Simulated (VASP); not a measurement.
# AlN in VASP: further runs

Runs on AlN. Level: LDA. Tasks: single point.

All numbers are computed with VASP 6.6.1; they aren't measurements. Logs are shortened: lines on timing, memory, paths and dates and some standing lists are left out, and cuts for length are marked.

## Step 1: The cell of the first run

The cell holds a slab with vacuum, 8 atoms: a = 3.089 Å, b = 4.943 Å, c = 19.567 Å, α = 90.00°, β = 90.00°, γ = 90.00°.

## Step 2: Single point, LDA

The input, INCAR:

```
ALGO = Normal ; DIPOL = 0.5 0.5 0.500
EDIFF = 1E-6 ; ENCUT = 520
IDIPOL = 3 ; ISIF = 2
ISMEAR = -1 ; LASPH = True
LCHARG = False ; LDIPOL = True
LREAL = False ; LWAVE = False
NBANDS = 26 ; NELM = 100
PREC = Accurate ; SIGMA = 0.02
```

The input, KPOINTS:

```
k-points
0
Gamma
  10 6 1
```

The input, POSCAR:

```
AlN
1.0
    3.0886844108      0.0000000000      0.0000000000
    0.0000000000      4.9432878602      0.0000000000
    0.0000000000      0.0000000000     19.5665000000
Al N
4 4
Direct
    0.0000000000      0.0590106840      0.4088619437
    0.5000000000      0.5590106840      0.4544309721
    0.5000000000      0.0590106840      0.5455690279
    0.0000000000      0.5590106840      0.5911380563
    0.0000000000      0.4409893160      0.4088619437
    0.5000000000      0.9409893160      0.4544309721
    0.5000000000      0.4409893160      0.5455690279
    0.0000000000      0.9409893160      0.5911380563
```

Potentials or basis: VASP PAW LDA potentials, release 64 (Al, N).

On the command line:

```
$ cat potpaw_LDA.64/Al/POTCAR potpaw_LDA.64/N/POTCAR > POTCAR
$ mpirun -np 1 vasp_std > vasp.out
```

OUTCAR:

```text
EDIFF = 1E-6
   ENCUT = 520
   ISIF = 2
   ISMEAR = -1
   LASPH = True
   LREAL = False
   NELM = 100
   PREC = Accurate

 ion  position               nearest neighbor table
   1  0.000  0.059  0.409-   6 1.88   6 1.88   5 1.89   2 3.05   2 3.05   2 3.05   2 3.05   3 3.09
                             3 3.09
   2  0.500  0.559  0.454-   7 1.88   5 1.88   5 1.88   6 1.89   3 3.05   3 3.05   1 3.05   1 3.05
                             1 3.05   1 3.05   4 3.09   4 3.09
   3  0.500  0.059  0.546-   6 1.88   8 1.88   8 1.88   7 1.89   2 3.05   2 3.05   4 3.05   4 3.05
                             4 3.05   4 3.05   1 3.09   1 3.09
   4  0.000  0.559  0.591-   7 1.88   7 1.88   8 1.89   3 3.05   3 3.05   3 3.05   3 3.05   2 3.09
                             2 3.09
   5  0.000  0.441  0.409-   2 1.88   2 1.88   1 1.89
   6  0.500  0.941  0.454-   3 1.88   1 1.88   1 1.88   2 1.89
   7  0.500  0.441  0.546-   2 1.88   4 1.88   4 1.88   3 1.89
   8  0.000  0.941  0.591-   3 1.88   3 1.88   4 1.89

  LATTYP: Found a simple orthorhombic cell.
 ALAT       =     3.0886844108
 B/A-ratio  =     1.6004509373
 C/A-ratio  =     6.3348977745

  Lattice vectors:

 A1 = (   3.0886844108,   0.0000000000,   0.0000000000)
 A2 = (   0.0000000000,   4.9432878602,   0.0000000000)
 A3 = (   0.0000000000,   0.0000000000,  19.5665000000)

Analysis of symmetry for initial positions (statically):
=====================================================================
 Subroutine PRICEL returns:
 Original cell was already a primitive cell.

 Routine SETGRP: Setting up the symmetry group for a
 simple orthorhombic supercell.

 Subroutine GETGRP returns: Found  4 space group operations
 (whereof  2 operations were pure point group operations)
 out of a pool of  8 trial point group operations.

The static configuration has the point symmetry C_1h.
 The point group associated with its full space group is C_2v.

Analysis of symmetry for dynamics (positions and initial velocities):
=====================================================================
 Subroutine PRICEL returns:
 Original cell was already a primitive cell.

 Routine SETGRP: Setting up the symmetry group for a
 simple orthorhombic supercell.

 Subroutine GETGRP returns: Found  4 space group operations
 (whereof  2 operations were pure point group operations)
 out of a pool of  8 trial point group operations.

The dynamic configuration has the point symmetry C_1h.
 The point group associated with its full space group is C_2v.

 Subroutine INISYM returns: Found  4 space group operations
 (whereof  2 operations are pure point group operations),
 and found     1 'primitive' translations

----------------------------------------------------------------------------------------

                                     Primitive cell

  volume of cell :     298.7463

  direct lattice vectors                    reciprocal lattice vectors
     3.088684411  0.000000000  0.000000000     0.323762440  0.000000000  0.000000000
     0.000000000  4.943287860  0.000000000     0.000000000  0.202294511  0.000000000
     0.000000000  0.000000000 19.566500000     0.000000000  0.000000000  0.051107761

  length of vectors
     3.088684411  4.943287860 19.566500000     0.323762440  0.202294511  0.051107761

  position of ions in fractional coordinates (direct lattice)
     0.000000000  0.059010684  0.408861944
     0.500000000  0.559010684  0.454430972
     0.500000000  0.059010684  0.545569028
     0.000000000  0.559010684  0.591138056
     0.000000000  0.440989316  0.408861944
     0.500000000  0.940989316  0.454430972
     0.500000000  0.440989316  0.545569028
     0.000000000  0.940989316  0.591138056

  ion indices of the primitive-cell ions
   primitive index   ion index
                 1           1
                 2           2
                 3           3
                 4           4
                 5           5
                 6           6
                 7           7
                 8           8

----------------------------------------------------------------------------------------

 KPOINTS: k-points

Automatic generation of k-mesh.
 Grid dimensions read from file:
 generate k-points for:   10    6    1

 Generating k-lattice:

  Cartesian coordinates                     Fractional coordinates (reciprocal lattice)
     0.032376244  0.000000000  0.000000000     0.100000000  0.000000000  0.000000000
     0.000000000  0.033715752  0.000000000     0.000000000  0.166666667  0.000000000
     0.000000000  0.000000000  0.051107761     0.000000000  0.000000000  1.000000000

  Length of vectors
     0.032376244  0.033715752  0.051107761

  Shift w.r.t. Gamma in fractional coordinates (k-lattice)
     0.000000000  0.000000000  0.000000000

 Subroutine IBZKPT returns following result:
 ===========================================

 Found     24 irreducible k-points:

 Following reciprocal coordinates:
            Coordinates               Weight
  0.000000  0.000000  0.000000      1.000000
  0.100000  0.000000  0.000000      2.000000
  0.200000  0.000000  0.000000      2.000000
  0.300000  0.000000  0.000000      2.000000
  0.400000  0.000000  0.000000      2.000000
  0.500000  0.000000  0.000000      1.000000
[... 16 lines left out ...]
  0.400000  0.500000  0.000000      2.000000
  0.500000  0.500000  0.000000      1.000000
   k-points           NKPTS =     24   k-points in BZ     NKDIM =     24   number of bands    NBANDS=     26
   number of dos      NEDOS =    301   number of ions     NIONS =      8
   total plane-waves  NPLWV = 144000
   dimension x,y,z NGX =    24 NGY =   40 NGZ =  150
   dimension x,y,z NGXF=    48 NGYF=   80 NGZF=  300
   ions per type =               4   4
   NGX,Y,Z   is equivalent  to a cutoff of  12.92, 13.45, 12.74 a.u.
   NGXF,Y,Z  is equivalent  to a cutoff of  25.84, 26.90, 25.49 a.u.
 SYSTEM =  unknown system
   PREC   = accura    normal or accurate (medium, high low for compatibility)
   ISTART =      0    job   : 0-new  1-cont  2-samecut
   ICHARG =      2    charge: 1-file 2-atom 10-const
   ISPIN  =      1    spin polarized calculation?
   LNONCOLLINEAR =      F non collinear calculations
   LSORBIT =      F    spin-orbit coupling
   LASPH  =      T    aspherical Exc in radial PAW
   ENCUT  =  520.0 eV  38.22 Ry    6.18 a.u.   5.74  9.19 36.38*2*pi/ulx,y,z
   NELM   =    100;   NELMIN=  2; NELMDL= -5     # of ELM steps
   EDIFF  = 0.1E-05   stopping-criterion for ELM
   LREAL  =      F    real-space projection
[... 7 lines left out ...]
   TEBEG  =    0.0;   TEEND  =   0.0 temperature during run
   PSTRESS=    0.0 pullay stress
   NELECT =      32.0000    total number of electrons
   NUPDOWN=      -1.0000    fix difference up-down
   EMIN   =  10.00;   EMAX   =-10.00  energy-range for DOS
   EFERMI =   0.00;   METHOD = LEGACY
   ISMEAR =    -1;   SIGMA  =   0.02  broadening in eV -4-tet -1-fermi 0-gaus
   EFERMI_NEDOS =   21; number of points for ismear=-14 and -15
   IALGO  =     38    algorithm
   IMIX   =      4    mixing-type and parameters
     AMIX     =   0.40;   BMIX     =  1.00
     AMIX_MAG =   1.60;   BMIX_MAG =  1.00
  volume/ion in A,a.u.               =      37.34       252.00
  Fermi-wavevector in a.u.,A,eV,Ry     =   0.777483  1.469229  8.224437  0.604479
  Thomas-Fermi vector in A             =   1.880179
   LORBIT       =      0    0 simple, 1 ext, 2 COOP (PROOUT), +10 PAW based schemes
   GGA     = CA    functional components
   LHFCALC =     F    Hartree Fock is set to
   AEXX    =    0.0000 exact exchange contribution
   IVDW    =     0    specifies the selected vdW correction
   LEPSILON=     F    determine dielectric tensor
   LRPA    =     F    only Hartree local field effects (RPA)
 non-spin polarized calculation
  energy-cutoff  :      520.00
  volume of cell :      298.75
 maximum number of plane-waves:      8098
 NGX is ok and might be reduce to    24
   NGX = 11   NGY = 19   NGZ = 73

 number of electron      31.9999996 magnetization

 dipolmoment           0.000000      0.000000      0.000000 electrons x Angstroem

 Free energy of the ion-electron system (eV)
  ---------------------------------------------------
  ext. energy  EPLUGINS =         0.00000000
  ---------------------------------------------------
  free energy    TOTEN  =       -60.07097915 eV

  energy without entropy =      -60.07097915  energy(sigma->0) =      -60.07097915

 E-fermi :  -1.4922     XC(G=0):  -4.0339

 val. band max:       -1.8949777136   @ k =   0.0000   0.0000   0.0000
 cond. band min:      -0.8492666288   @ k =   0.0000   0.0000   0.0000
 fundamental gap:      1.0457110848
 Fermi energy:        -1.4921768690

 k-point     1 :       0.0000    0.0000    0.0000
  band No.  band energies     occupation
      1     -17.1185      2.00000
      2     -15.9797      2.00000
      3     -14.3317      2.00000
      4     -13.8300      2.00000
      5      -7.8941      2.00000
      6      -7.3168      2.00000
[... 18 lines left out ...]
     25       5.0604      0.00000
     26       5.6019      0.00000

 k-point     2 :       0.1000    0.0000    0.0000
  band No.  band energies     occupation
      1     -17.0310      2.00000
      2     -15.9101      2.00000
      3     -14.2757      2.00000
      4     -13.8085      2.00000
      5      -7.7855      2.00000
      6      -7.2152      2.00000
[... 18 lines left out ...]
     25       5.3204      0.00000
[... 608 lines left out ...]
     25       6.5487      0.00000
     26       6.5487      0.00000

 k-point    24 :       0.5000    0.5000    0.0000
  band No.  band energies     occupation
      1     -15.4857      2.00000
      2     -15.4857      2.00000
      3     -13.7047      2.00000
      4     -13.7047      2.00000
      5      -7.8535      2.00000
      6      -7.8535      2.00000
[... 18 lines left out ...]
     25       6.8793      0.00000
     26       6.8793      0.00000

------------------------ aborting loop because EDIFF is reached ----------------------------------------

 vacuum level on the upper side and lower side of the slab       (xc-potential included)        -0.099        -0.099

  FORCE on cell =-STRESS in cart. coord.  units (eV):
  Direction    XX          YY          ZZ          XY          YZ          ZX
  --------------------------------------------------------------------------------------
  -------------------------------------------------------------------------------------
  Total       -0.3373147     -8.5022662     -3.0802278      0.0000000      0.0000000      0.0000000
  in kB       -1.8090195    -45.5976746    -16.5192692      0.0000000      0.0000000      0.0000000
  external PRESSURE =     -21.3086544 kB  Pullay stress =       0.0000000 kB

 VOLUME and BASIS-vectors are now :
 -----------------------------------------------------------------------------
  energy-cutoff  :      520.00
  volume of cell :      298.75
      direct lattice vectors                 reciprocal lattice vectors
     3.088684411  0.000000000  0.000000000     0.323762440  0.000000000  0.000000000
     0.000000000  4.943287860  0.000000000     0.000000000  0.202294511  0.000000000
     0.000000000  0.000000000 19.566500000     0.000000000  0.000000000  0.051107761

 POSITION                                       TOTAL-FORCE (eV/Angst)
 -----------------------------------------------------------------------------------
      0.00000      0.29171      8.00000         0.000000      1.705409      2.032617
      1.54434      2.76335      8.89162         0.000000     -0.621077     -1.849188
      1.54434      0.29171     10.67488         0.000000     -0.621077      1.849188
      0.00000      2.76335     11.56650         0.000000      1.705409     -2.032617
      0.00000      2.17994      8.00000         0.000000     -0.828142      0.592648
      1.54434      4.65158      8.89162         0.000000     -0.256190     -1.701397
      1.54434      2.17994     10.67488         0.000000     -0.256190      1.701397
      0.00000      4.65158     11.56650         0.000000     -0.828142     -0.592648
 -----------------------------------------------------------------------------------
    total drift:                                0.000000     -0.000993      0.000002

  FREE ENERGIE OF THE ION-ELECTRON SYSTEM (eV)
  ---------------------------------------------------
  free  energy   TOTEN  =       -60.0709791506 eV

  energy  without entropy=      -60.0709791505  energy(sigma->0) =      -60.07097915

 vacuum level on the upper side and lower side of the slab         3.167         3.167
```

Wall time 2.9 min (1 thread of AMD EPYC 9R45 (Zen 5), shared host); peak memory 0.34 GiB.

What came out:

```
Free energy            : -60.0710 eV
Largest force          : 2.653 eV/Å
Band gap on the k mesh : 1.05 eV
```

Forces on the atoms (eV/Å):
```
Al   0.000  1.705  2.033
Al   0.000 -0.621 -1.849
Al   0.000 -0.621  1.849
Al   0.000  1.705 -2.033
N    0.000 -0.828  0.593
N    0.000 -0.256 -1.701
N    0.000 -0.256  1.701
N    0.000 -0.828 -0.593
```

Levels at points of the mesh, in eV from the valence-band top:
| k point | band 14 | band 15 | band 16 | band 17 | band 18 | band 19 |
| --- | --- | --- | --- | --- | --- | --- |
| (0.00, 0.00, 0.00) | -0.26 | -0.07 | 0.00 | 1.05 | 2.20 | 4.91 |
| (0.50, 0.00, 0.00) | -1.77 | -0.64 | -0.25 | 2.75 | 3.28 | 4.79 |
| (0.00, 0.50, 0.00) | -0.59 | -0.32 | -0.32 | 1.77 | 1.77 | 5.51 |
| (0.50, 0.50, 0.00) | -1.59 | -0.07 | -0.07 | 3.00 | 3.00 | 4.89 |

## Step 3: Single point, LDA

The input, INCAR:

```
PREC = Accurate ; ENCUT = 520
EDIFF = 1E-7 ; ISMEAR = -1
SIGMA = 0.02 ; LREAL = False
LASPH = True ; NELM = 80
ALGO = Normal ; ISIF = 2
LWAVE = False ; LCHARG = False
LDIPOL = True ; IDIPOL = 3
DIPOL = 0.5 0.5 0.500 ; NBANDS = 26
```

The input, KPOINTS:

```
Automatic mesh
0
Gamma
  10 6 1
```

The input, POSCAR:

```
AlN
1.0
    3.0886844108      0.0000000000      0.0000000000
    0.0000000000      4.9432878602      0.0000000000
    0.0000000000      0.0000000000     19.5665000000
Al N
4 4
Direct
    0.0000000000      0.0805355673      0.4245577464
    0.5000000000      0.5555168516      0.4467946938
    0.5000000000      0.0555166400      0.5532053273
    0.0000000000      0.5805351924      0.5754422576
    0.0000000000      0.4325109844      0.4116336714
    0.5000000000      0.9314371914      0.4541316437
    0.5000000000      0.4314368852      0.5458683222
    0.0000000000      0.9325106876      0.5883663377
```

Potentials or basis: VASP PAW LDA potentials, release 64 (Al, N).

On the command line:

```
$ cat potpaw_LDA.64/Al/POTCAR potpaw_LDA.64/N/POTCAR > POTCAR
$ mpirun -np 1 vasp_std > vasp.out
```

Run time: 3.1 min. Hardware: 1 thread of AMD EPYC 9R45 (Zen 5), shared host; peak memory 0.34 GiB.

It converged, with:

* Free energy: -61.1870 eV
* Largest force: 0.074 eV/Å
* Band gap on the k mesh: 2.60 eV (least direct gap 2.70 eV)

Forces in eV/Å, atoms in the order of the input:
```
Al   0.000 -0.043 -0.016
Al   0.000  0.016  0.033
Al   0.000  0.016 -0.033
Al   0.000 -0.043  0.016
N    0.000  0.046 -0.058
N    0.000 -0.019  0.024
N    0.000 -0.019 -0.024
N    0.000  0.046  0.058
```

Levels at points of the mesh, in eV from the valence-band top:
| k point | band 14 | band 15 | band 16 | band 17 | band 18 | band 19 |
| --- | --- | --- | --- | --- | --- | --- |
| (0.00, 0.00, 0.00) | -0.63 | -0.47 | -0.10 | 2.60 | 3.85 | 5.74 |
| (0.50, 0.00, 0.00) | -1.22 | -0.59 | -0.17 | 4.18 | 4.80 | 5.74 |
| (0.00, 0.50, 0.00) | -0.82 | -0.44 | -0.44 | 3.65 | 3.65 | 5.98 |
| (0.50, 0.50, 0.00) | -1.48 | -0.20 | -0.20 | 4.26 | 4.26 | 6.03 |

## Step 4: Single point, LDA

The input, INCAR:

```
SYSTEM = AlN
PREC = Accurate ; ENCUT = 520
EDIFF = 1E-7 ; ISMEAR = -1
SIGMA = 0.02 ; LREAL = .FALSE.
LASPH = .TRUE. ; NELM = 60
ALGO = Normal ; ISIF = 2
LWAVE = .FALSE. ; LCHARG = .TRUE.
LDIPOL = .TRUE. ; IDIPOL = 3
DIPOL = 0.5 0.5 0.500 ; GGA = CA
LELF = .TRUE. ; LVHAR = .TRUE.
LVACPOTAV = .TRUE. ; NBANDS = 26
```

The input, KPOINTS:

```
Automatic mesh
0
G
  10 6 1
  0 0 0
```

POSCAR is that of step 3.

On the command line:

```
$ cat potpaw_LDA.64/Al/POTCAR potpaw_LDA.64/N/POTCAR > POTCAR
$ mpirun -np 1 vasp_std > vasp.out
```

Run time: 3.2 min. Hardware: 1 thread of AMD EPYC 9R45 (Zen 5), shared host; peak memory 0.34 GiB.

The run converged. Its results:

* Free energy: -61.1870 eV
* Largest force: 0.074 eV/Å
* Band gap on the k mesh: 2.60 eV (least direct gap 2.70 eV)

Forces in eV/Å, atoms in the order of the input:
```
Al   0.000 -0.043 -0.016
Al   0.000  0.016  0.033
Al   0.000  0.016 -0.033
Al   0.000 -0.043  0.016
N    0.000  0.046 -0.058
N    0.000 -0.019  0.024
N    0.000 -0.019 -0.024
N    0.000  0.046  0.058
```

Levels at points of the mesh, in eV from the valence-band top:
```tsv
k point	band 12	band 13	band 14	band 15	band 16	band 17	band 18	band 19	band 20	band 21
(0.00, 0.00, 0.00)	-0.78	-0.76	-0.63	-0.47	-0.10	2.60	3.85	5.74	5.76	5.97
(0.50, 0.00, 0.00)	-2.28	-2.09	-1.22	-0.59	-0.17	4.18	4.80	5.74	6.35	6.98
(0.00, 0.50, 0.00)	-1.84	-0.82	-0.82	-0.44	-0.44	3.65	3.65	5.98	5.98	6.43
(0.50, 0.50, 0.00)	-1.61	-1.48	-1.48	-0.20	-0.20	4.26	4.26	6.03	6.03	6.40
```

## Step 5: Single point, LDA

The input, INCAR:

```
PREC = Accurate ; ENCUT = 520
EDIFF = 1E-7 ; ISMEAR = -1
SIGMA = 0.02 ; LREAL = False
LASPH = True ; NELM = 60
ALGO = Normal ; ISIF = 2
LWAVE = False ; LCHARG = False
GGA = CA ; NBANDS = 26
```

The input, KPOINTS:

```
regular mesh
0
Gamma
  10 6 1
```

POSCAR is that of step 4.

On the command line:

```
$ cat potpaw_LDA.64/Al/POTCAR potpaw_LDA.64/N/POTCAR > POTCAR
$ mpirun -np 1 vasp_std > vasp.out
```

It took 3.1 min on 1 thread of AMD EPYC 9R45 (Zen 5), shared host; peak memory 0.34 GiB.

It converged, with:

```yaml
Free_energy: -61.1870 eV
Largest_force: 0.074 eV/Å
Band_gap_on_the_k_mesh: 2.60 eV (least direct gap 2.70 eV)
```

Forces on the atoms (eV/Å):
```
Al   0.000 -0.043 -0.016
Al   0.000  0.016  0.033
Al   0.000  0.016 -0.033
Al   0.000 -0.043  0.016
N    0.000  0.046 -0.058
N    0.000 -0.019  0.024
N    0.000 -0.019 -0.024
N    0.000  0.046  0.058
```

Levels at points of the mesh, in eV from the valence-band top:
| k point | band 13 | band 14 | band 15 | band 16 | band 17 | band 18 | band 19 | band 20 |
| --- | --- | --- | --- | --- | --- | --- | --- | --- |
| (0.00, 0.00, 0.00) | -0.76 | -0.63 | -0.47 | -0.10 | 2.60 | 3.85 | 5.74 | 5.76 |
| (0.50, 0.00, 0.00) | -2.09 | -1.22 | -0.59 | -0.17 | 4.18 | 4.80 | 5.74 | 6.35 |
| (0.00, 0.50, 0.00) | -0.82 | -0.82 | -0.44 | -0.44 | 3.65 | 3.65 | 5.98 | 5.98 |
| (0.50, 0.50, 0.00) | -1.48 | -1.48 | -0.20 | -0.20 | 4.26 | 4.26 | 6.03 | 6.03 |

## Step 6: Summary

```tsv
cell	dipole correction	gap on the mesh (eV)	largest force (eV/Å)
as given, atomic positions A	yes	1.05	2.65
as given, atomic positions B	yes	2.60	0.07
as given, atomic positions B	no	2.60	0.07
```

Alike in all rows: task single point; level LDA; potentials or basis VASP PAW LDA potentials, release 64 (Al, N); no spin polarisation; k mesh 10 × 6 × 1; cutoff (eV) 520; smearing fermi-dirac 0.02 eV.

Absolute energies hang on the potentials; compare differences alone.
